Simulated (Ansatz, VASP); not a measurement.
## One calculation of MgO, two programs

```
Mg O
1.0
     0.00000    2.13515    2.13515
     2.13515    0.00000    2.13515
     2.13515    2.13515    0.00000
Mg O
1 1
Direct
  0.01464 0.98536 0.01464
  0.50000 0.50000 0.50000
```

Change from the starting cell: all Mg atoms moved +0.062 Å, as atom 1 along Cartesian [0 1 0].

Alike in both runs: task single point; functional PBEsol; k mesh 10 × 10 × 10; occupations gaussian, width 0.05 eV; no spin polarisation.

```csv
,VASP,Ansatz
version,VASP 6.6.1,Ansatz 0.2.0
potentials or method,"VASP PAW PBE potentials, release 64 (Mg, O), cutoff 520 eV","scalar-relativistic, plane waves, PAW"
valence electrons in the cell,8,16
```

VASP gave:

| Item | Value |
| --- | --- |
| gap on the k mesh at the Fermi level (eV) | 4.25 |
| least direct gap on the mesh (eV) | 4.25 |
| pressure (GPa) | -6.0 |
| traceless stress, the component that is largest in VASP (GPa) | 0.79 |
| rms of the force components (eV/Å) | 0.164 |

Question: What did Ansatz give for the same quantities?

Answer: gap on the k mesh at the Fermi level (eV): 4.25; least direct gap on the mesh (eV): 4.25; pressure (GPa): -5.4; traceless stress, the component that is largest in VASP (GPa): 0.78; rms of the force components (eV/Å): 0.162.

VASP's potentials were made for PBE, not for PBEsol. Atom by atom the forces differ by 0.002 eV/Å (rms over components). VASP's potentials hold 8 valence electrons a cell and Ansatz's 16, so a difference there can come from the potentials and not from the codes.
